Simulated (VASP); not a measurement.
# Tl (P6_3/mmc) in VASP: notebook, part 2 of 3

VASP 6.6.1. Earlier steps stand in the parts before.

### Step 3. Single point, PBE (strain -0.025 along x and y, -0.025 along z)

Input file INCAR:

```
SYSTEM = Tl
PREC = Accurate
ENCUT = 520
EDIFF = 1E-6
ISMEAR = 0
SIGMA = 0.15
LREAL = .FALSE.
LASPH = .TRUE.
NELM = 100
ALGO = Fast
ISIF = 2
LWAVE = .FALSE.
LCHARG = .FALSE.
GGA = PE
NBANDS = 20
```

Input file KPOINTS:

```
Automatic mesh
0
G
  18 18 10
  0 0 0
```

Input file POSCAR:

```
Tl
1.0
    3.3695983976      0.0000000000      0.0000000000
   -1.6847991988      2.9181578129      0.0000000000
    0.0000000000      0.0000000000      5.3868750000
Tl
2
Direct
    0.3333333333      0.6666666667      0.2500000000
    0.6666666667      0.3333333333      0.7500000000
```

Potentials or basis: VASP PAW PBE potentials, release 64 (Tl_d).

Run with:

```console
> cat potpaw_PBE.64/Tl_d/POTCAR > POTCAR
> mpirun -np 1 vasp_std > vasp.out
```

OUTCAR:

```text
SYSTEM = Tl
   PREC = Accurate
   ENCUT = 520
   EDIFF = 1E-6
   ISMEAR = 0
   LREAL = .FALSE.
   LASPH = .TRUE.
   NELM = 100
   ISIF = 2
   GGA = PE

 ion  position               nearest neighbor table
   1  0.333  0.667  0.250-   2 3.32   2 3.32   2 3.32   2 3.32   2 3.32   2 3.32
   2  0.667  0.333  0.750-   1 3.32   1 3.32   1 3.32   1 3.32   1 3.32   1 3.32

  LATTYP: Found a hexagonal cell.
 ALAT       =     3.3695983976
 C/A-ratio  =     1.5986697417

  Lattice vectors:

 A1 = (   3.3695983976,   0.0000000000,   0.0000000000)
 A2 = (  -1.6847991988,   2.9181578129,   0.0000000000)
 A3 = (   0.0000000000,   0.0000000000,   5.3868750000)

Analysis of symmetry for initial positions (statically):
=====================================================================
 Subroutine PRICEL returns:
 Original cell was already a primitive cell.

 Routine SETGRP: Setting up the symmetry group for a
 hexagonal supercell.

 Subroutine GETGRP returns: Found 24 space group operations
 (whereof 12 operations were pure point group operations)
 out of a pool of 24 trial point group operations.

The static configuration has the point symmetry D_3d.
 The point group associated with its full space group is D_6h.

Analysis of symmetry for dynamics (positions and initial velocities):
=====================================================================
 Subroutine PRICEL returns:
 Original cell was already a primitive cell.

 Routine SETGRP: Setting up the symmetry group for a
 hexagonal supercell.

 Subroutine GETGRP returns: Found 24 space group operations
 (whereof 12 operations were pure point group operations)
 out of a pool of 24 trial point group operations.

The dynamic configuration has the point symmetry D_3d.
 The point group associated with its full space group is D_6h.

 Subroutine INISYM returns: Found 24 space group operations
 (whereof 12 operations are pure point group operations),
 and found     1 'primitive' translations

----------------------------------------------------------------------------------------

[... 112 lines left out ...]
     AMIX_MAG =   1.60;   BMIX_MAG =  1.00
  volume/ion in A,a.u.               =      26.48       178.73
  Fermi-wavevector in a.u.,A,eV,Ry     =   1.291392  2.440377 22.690336  1.667693
  Thomas-Fermi vector in A             =   2.423165
   LORBIT       =      0    0 simple, 1 ext, 2 COOP (PROOUT), +10 PAW based schemes
   GGA     = PE    functional components
   LHFCALC =     F    Hartree Fock is set to
   AEXX    =    0.0000 exact exchange contribution
   IVDW    =     0    specifies the selected vdW correction
   LEPSILON=     F    determine dielectric tensor
   LRPA    =     F    only Hartree local field effects (RPA)
 non-spin polarized calculation
 RMM-DIIS sequential band-by-band and
 Gauss-broadening in eV      SIGMA  =   0.15
  energy-cutoff  :      520.00
  volume of cell :       52.97
 maximum number of plane-waves:      1454
 NGX is ok and might be reduce to    28
   NGX = 13   NGY = 13   NGZ = 21

 number of electron      26.0000003 magnetization

 Free energy of the ion-electron system (eV)
  ---------------------------------------------------
  ext. energy  EPLUGINS =         0.00000000
  ---------------------------------------------------
  free energy    TOTEN  =        -4.27402164 eV

  energy without entropy =       -4.26422001  energy(sigma->0) =       -4.26912083

 E-fermi :   7.4598     XC(G=0): -10.5806

 val. band max:        7.4518305060   @ k =   0.2778   0.2778   0.1000
 cond. band min:       7.4755905774   @ k =   0.2222   0.1111   0.2000
 fundamental gap:      0.0237600715
 Fermi energy:         7.4598028462

 k-point     1 :       0.0000    0.0000    0.0000
  band No.  band energies     occupation
      1      -4.5864      2.00000
      2      -4.2760      2.00000
      3      -4.2557      2.00000
      4      -4.2557      2.00000
      5      -4.1891      2.00000
      6      -4.1891      2.00000
[... 541 lines left out ...]
     19      16.4515      0.00000
     20      17.6585      0.00000

 [... further k-points ...]

------------------------ aborting loop because EDIFF is reached ----------------------------------------

  FORCE on cell =-STRESS in cart. coord.  units (eV):
  Direction    XX          YY          ZZ          XY          YZ          ZX
  --------------------------------------------------------------------------------------
  -------------------------------------------------------------------------------------
  Total        2.3253225      2.3253225      2.4133995      0.0000000     -0.0000000      0.0000000
  in kB       70.3347513     70.3347513     72.9988449      0.0000000     -0.0000000      0.0000000
  external PRESSURE =      71.2227825 kB  Pullay stress =       0.0000000 kB

 VOLUME and BASIS-vectors are now :
 -----------------------------------------------------------------------------
  energy-cutoff  :      520.00
  volume of cell :       52.97
      direct lattice vectors                 reciprocal lattice vectors
     3.369598398  0.000000000  0.000000000     0.296771271  0.171340973  0.000000000
    -1.684799199  2.918157813  0.000000000     0.000000000  0.342681947  0.000000000
     0.000000000  0.000000000  5.386875000     0.000000000  0.000000000  0.185636385

 POSITION                                       TOTAL-FORCE (eV/Angst)
 -----------------------------------------------------------------------------------
     -0.00000      1.94544      1.34672        -0.000000     -0.000000      0.000000
      1.68480      0.97272      4.04016         0.000000      0.000000      0.000000
 -----------------------------------------------------------------------------------
    total drift:                               -0.000000      0.000000      0.000000

  FREE ENERGIE OF THE ION-ELECTRON SYSTEM (eV)
  ---------------------------------------------------
  free  energy   TOTEN  =        -4.2740216431 eV

  energy  without entropy=       -4.2642200092  energy(sigma->0) =       -4.26912083
```

OSZICAR:

```text
N       E                     dE             d eps       ncg     rms          rms(c)
DAV:   1     0.133577283479E+03    0.13358E+03   -0.14272E+04  8896   0.124E+03
DAV:   2    -0.170593486455E+01   -0.13528E+03   -0.13256E+03  9740   0.281E+02
DAV:   3    -0.432483528615E+01   -0.26189E+01   -0.26074E+01 10276   0.344E+01
DAV:   4    -0.433965585984E+01   -0.14821E-01   -0.14800E-01  9496   0.282E+00
DAV:   5    -0.433984018214E+01   -0.18432E-03   -0.18432E-03  9940   0.317E-01    0.405E+00
RMM:   6    -0.428493533135E+01    0.54905E-01   -0.82653E-02  8899   0.194E+00    0.272E+00
RMM:   7    -0.427542131197E+01    0.95140E-02   -0.54901E-02  9034   0.170E+00    0.726E-01
RMM:   8    -0.427402164306E+01    0.13997E-02   -0.67149E-03  9163   0.534E-01    0.577E-02
RMM:   9    -0.427402084114E+01    0.80192E-06   -0.15918E-04  9858   0.108E-01    0.278E-02
RMM:  10    -0.427402129027E+01   -0.44913E-06   -0.22867E-05  9812   0.407E-02    0.194E-03
RMM:  11    -0.427402164309E+01   -0.35282E-06   -0.50809E-06  7476   0.149E-02
   1 F= -.42740216E+01 E0= -.42691208E+01  d E =-.980163E-02
```

stdout:

```text
POSCAR found type information on POSCAR Tl
 POSCAR found :  1 types and       2 ions
 scaLAPACK will be used
 LDA part: xc-table for (Slater+PW92), standard interpolation
 POSCAR, INCAR and KPOINTS ok, starting setup
 FFT: planning ... GRIDC
 FFT: planning ... GRID_SOFT
 FFT: planning ... GRID
 WAVECAR not read
 entering main loop
```

It took 4.2 min on 1 thread of AMD EPYC 7R13, shared host; peak memory 0.29 GiB.

What came out:

- Free energy: -4.2740 eV
- Pressure: 7.1 GPa
- Band gap on the k mesh: zero (bands 13 and 14 overlap by 6.35 eV)

Caveat: the cell differs from its parent crystal (strain -0.025 along x and y, -0.025 along z); the cell stands under pressure; spin-orbit coupling is left out, which moves the levels of the heavy elements.

### Step 4. Single point, PBE (strain -0.050 along x and y, +0.050 along z)

Input file INCAR:

```
PREC = Accurate ; ENCUT = 520
EDIFF = 1E-6 ; ISMEAR = 0
SIGMA = 0.15 ; LREAL = False
LASPH = True ; NELM = 60
ALGO = Fast ; ISIF = 2
LWAVE = False ; LCHARG = False
GGA = PE ; NBANDS = 20
```

Input file KPOINTS:

```
regular mesh
0
Gamma
  18 18 10
```

Input file POSCAR:

```
Tl
1.0
    3.2831984387      0.0000000000      0.0000000000
   -1.6415992194      2.8433332536      0.0000000000
    0.0000000000      0.0000000000      5.8012500000
Tl
2
Direct
    0.3333333333      0.6666666667      0.2500000000
    0.6666666667      0.3333333333      0.7500000000
```

Potentials or basis: VASP PAW PBE potentials, release 64 (Tl_d).

Run with:

```console
> cat potpaw_PBE.64/Tl_d/POTCAR > POTCAR
> mpirun -np 1 vasp_std > vasp.out
```

OUTCAR:

```text
PREC = Accurate
   ENCUT = 520
   EDIFF = 1E-6
   ISMEAR = 0
   LREAL = False
   LASPH = True
   NELM = 60
   ISIF = 2
   GGA = PE

 ion  position               nearest neighbor table
   1  0.333  0.667  0.250-   2 3.47   2 3.47   2 3.47   2 3.47   2 3.47   2 3.47
   2  0.667  0.333  0.750-   1 3.47   1 3.47   1 3.47   1 3.47   1 3.47   1 3.47

  LATTYP: Found a hexagonal cell.
 ALAT       =     3.2831984387
 C/A-ratio  =     1.7669507672

  Lattice vectors:

 A1 = (   3.2831984387,   0.0000000000,   0.0000000000)
 A2 = (  -1.6415992194,   2.8433332536,   0.0000000000)
 A3 = (   0.0000000000,   0.0000000000,   5.8012500000)

Analysis of symmetry for initial positions (statically):
=====================================================================
 Subroutine PRICEL returns:
 Original cell was already a primitive cell.

 Routine SETGRP: Setting up the symmetry group for a
 hexagonal supercell.

 Subroutine GETGRP returns: Found 24 space group operations
 (whereof 12 operations were pure point group operations)
 out of a pool of 24 trial point group operations.

The static configuration has the point symmetry D_3d.
 The point group associated with its full space group is D_6h.

Analysis of symmetry for dynamics (positions and initial velocities):
=====================================================================
 Subroutine PRICEL returns:
 Original cell was already a primitive cell.

 Routine SETGRP: Setting up the symmetry group for a
 hexagonal supercell.

 Subroutine GETGRP returns: Found 24 space group operations
 (whereof 12 operations were pure point group operations)
 out of a pool of 24 trial point group operations.

The dynamic configuration has the point symmetry D_3d.
 The point group associated with its full space group is D_6h.

 Subroutine INISYM returns: Found 24 space group operations
 (whereof 12 operations are pure point group operations),
 and found     1 'primitive' translations

[... 110 lines left out ...]
   EFERMI_NEDOS =   21; number of points for ismear=-14 and -15
   IALGO  =     68    algorithm
   IMIX   =      4    mixing-type and parameters
     AMIX     =   0.40;   BMIX     =  1.00
     AMIX_MAG =   1.60;   BMIX_MAG =  1.00
  volume/ion in A,a.u.               =      27.08       182.73
  Fermi-wavevector in a.u.,A,eV,Ry     =   1.281889  2.422419 22.357633  1.643240
  Thomas-Fermi vector in A             =   2.414233
   LORBIT       =      0    0 simple, 1 ext, 2 COOP (PROOUT), +10 PAW based schemes
   GGA     = PE    functional components
   LHFCALC =     F    Hartree Fock is set to
   AEXX    =    0.0000 exact exchange contribution
   IVDW    =     0    specifies the selected vdW correction
   LEPSILON=     F    determine dielectric tensor
   LRPA    =     F    only Hartree local field effects (RPA)
 non-spin polarized calculation
 RMM-DIIS sequential band-by-band and
 Gauss-broadening in eV      SIGMA  =   0.15
  energy-cutoff  :      520.00
  volume of cell :       54.16
 maximum number of plane-waves:      1494
   NGX = 13   NGY = 13   NGZ = 21

 number of electron      26.0000008 magnetization

 Free energy of the ion-electron system (eV)
  ---------------------------------------------------
  ext. energy  EPLUGINS =         0.00000000
  ---------------------------------------------------
  free energy    TOTEN  =        -4.28256852 eV

  energy without entropy =       -4.27319665  energy(sigma->0) =       -4.27788258

 E-fermi :   7.1877     XC(G=0): -10.4639

 val. band max:        7.1874868769   @ k =   0.2778   0.1667   0.4000
 cond. band min:       7.1889327351   @ k =   0.3333   0.2778   0.2000
 fundamental gap:      0.0014458582
 Fermi energy:         7.1876712583

 k-point     1 :       0.0000    0.0000    0.0000
  band No.  band energies     occupation
      1      -4.8367      2.00000
      2      -4.6504      2.00000
      3      -4.5114      2.00000
      4      -4.5114      2.00000
      5      -4.4695      2.00000
      6      -4.4695      2.00000
[... 541 lines left out ...]
     19      16.3446      0.00000
     20      18.3332      0.00000

 [... further k-points ...]

------------------------ aborting loop because EDIFF is reached ----------------------------------------

  FORCE on cell =-STRESS in cart. coord.  units (eV):
  Direction    XX          YY          ZZ          XY          YZ          ZX
  --------------------------------------------------------------------------------------
  -------------------------------------------------------------------------------------
  Total        2.3990220      2.3990220      1.2074976     -0.0000000      0.0000000      0.0000000
  in kB       70.9738459     70.9738459     35.7232009     -0.0000000      0.0000000      0.0000000
  external PRESSURE =      59.2236309 kB  Pullay stress =       0.0000000 kB

 VOLUME and BASIS-vectors are now :
 -----------------------------------------------------------------------------
  energy-cutoff  :      520.00
  volume of cell :       54.16
      direct lattice vectors                 reciprocal lattice vectors
     3.283198439  0.000000000  0.000000000     0.304581042  0.175849946  0.000000000
    -1.641599219  2.843333254  0.000000000     0.000000000  0.351699893  0.000000000
     0.000000000  0.000000000  5.801250000     0.000000000  0.000000000  0.172376643

 POSITION                                       TOTAL-FORCE (eV/Angst)
 -----------------------------------------------------------------------------------
     -0.00000      1.89556      1.45031         0.000000      0.000000      0.000000
      1.64160      0.94778      4.35094        -0.000000      0.000000     -0.000000
 -----------------------------------------------------------------------------------
    total drift:                               -0.000000      0.000000      0.000000

  FREE ENERGIE OF THE ION-ELECTRON SYSTEM (eV)
  ---------------------------------------------------
  free  energy   TOTEN  =        -4.2825685215 eV

  energy  without entropy=       -4.2731966458  energy(sigma->0) =       -4.27788258
```

OSZICAR:

```text
N       E                     dE             d eps       ncg     rms          rms(c)
DAV:   1     0.133603848505E+03    0.13360E+03   -0.14275E+04  8936   0.124E+03
DAV:   2    -0.176148099835E+01   -0.13537E+03   -0.13265E+03  9664   0.281E+02
DAV:   3    -0.433034885371E+01   -0.25689E+01   -0.25588E+01 10256   0.341E+01
DAV:   4    -0.434543623602E+01   -0.15087E-01   -0.15085E-01  9616   0.285E+00
DAV:   5    -0.434563482251E+01   -0.19859E-03   -0.19858E-03 10060   0.326E-01    0.387E+00
RMM:   6    -0.429283563339E+01    0.52799E-01   -0.80273E-02  8914   0.191E+00    0.261E+00
RMM:   7    -0.428397936244E+01    0.88563E-02   -0.54538E-02  9124   0.170E+00    0.696E-01
RMM:   8    -0.428256937979E+01    0.14100E-02   -0.68028E-03  9392   0.534E-01    0.553E-02
RMM:   9    -0.428256744244E+01    0.19374E-05   -0.14523E-04  9971   0.105E-01    0.262E-02
RMM:  10    -0.428256822973E+01   -0.78729E-06   -0.21782E-05  9885   0.393E-02    0.197E-03
RMM:  11    -0.428256852153E+01   -0.29181E-06   -0.42813E-06  7442   0.141E-02
   1 F= -.42825685E+01 E0= -.42778826E+01  d E =-.937188E-02
```

stdout:

```text
POSCAR found type information on POSCAR Tl
 POSCAR found :  1 types and       2 ions
 scaLAPACK will be used
 LDA part: xc-table for (Slater+PW92), standard interpolation
 POSCAR, INCAR and KPOINTS ok, starting setup
 FFT: planning ... GRIDC
 FFT: planning ... GRID_SOFT
 FFT: planning ... GRID
 WAVECAR not read
 entering main loop
```

Wall time 4 min (1 thread of AMD EPYC 7R13, shared host); peak memory 0.28 GiB.

What came out:

```
Free energy            : -4.2826 eV
Pressure               : 5.9 GPa
Band gap on the k mesh : zero (bands 13 and 14 overlap by 5.30 eV)
```

Stress tensor (GPa, compression positive):
```
7.10 0.00 0.00
0.00 7.10 0.00
0.00 0.00 3.57
```

Caveat: the cell differs from its parent crystal (strain -0.050 along x and y, +0.050 along z); the cell stands under pressure; spin-orbit coupling is left out, which moves the levels of the heavy elements.

### Step 5. Single point, PBE (strain +0.000 along x and y, -0.050 along z)

Input file INCAR:

```
  ALGO = Fast
  EDIFF = 1E-6
  ENCUT = 520
  GGA = PE
  ISIF = 2
  ISMEAR = 0
  LASPH = True
  LCHARG = True
  LELF = True
  LREAL = False
  LVHAR = True
  LWAVE = False
  NBANDS = 20
  NELM = 60
  PREC = Accurate
  SIGMA = 0.15
```

Input file KPOINTS:

```
k-points
0
Gamma
  18 18 10
```

Input file POSCAR:

```
Tl
1.0
    3.4559983565      0.0000000000      0.0000000000
   -1.7279991783      2.9929823722      0.0000000000
    0.0000000000      0.0000000000      5.2487500000
Tl
2
Direct
    0.3333333333      0.6666666667      0.2500000000
    0.6666666667      0.3333333333      0.7500000000
```

Run with:

```console
> cat potpaw_PBE.64/Tl_d/POTCAR > POTCAR
> mpirun -np 1 vasp_std > vasp.out
```

Wall time 4.6 min (1 thread of AMD EPYC 7R13, shared host); peak memory 0.29 GiB.

It converged, with:

* Free energy: -4.3124 eV
* Pressure: 5.9 GPa
* Band gap on the k mesh: zero (bands 13 and 14 overlap by 6.83 eV)

Stress tensor (GPa, compression positive):
```
5.21 0.00 0.00
0.00 5.21 0.00
0.00 0.00 7.42
```

Levels at points of the mesh, in eV from the Fermi level:
```
           k point  band 11  band 12  band 13  band 14  band 15  band 16
(0.00, 0.00, 0.00)   -10.42    -4.55    -2.86     7.68     7.68    10.02
(0.50, 0.00, 0.00)    -6.07    -4.94    -0.33     0.91     1.41     3.52
(0.00, 0.00, 0.50)    -8.81    -8.81     4.34     4.34     8.80     8.80
(0.50, 0.00, 0.50)    -4.81    -4.81    -2.46    -2.46     5.48     5.48
```

Caveat: the cell differs from its parent crystal (strain +0.000 along x and y, -0.050 along z); the cell stands under pressure; spin-orbit coupling is left out, which moves the levels of the heavy elements.

(Part 2 of 3 ends here.)

The gap in the log of VASP goes by the Fermi energy; the results here count the filled bands.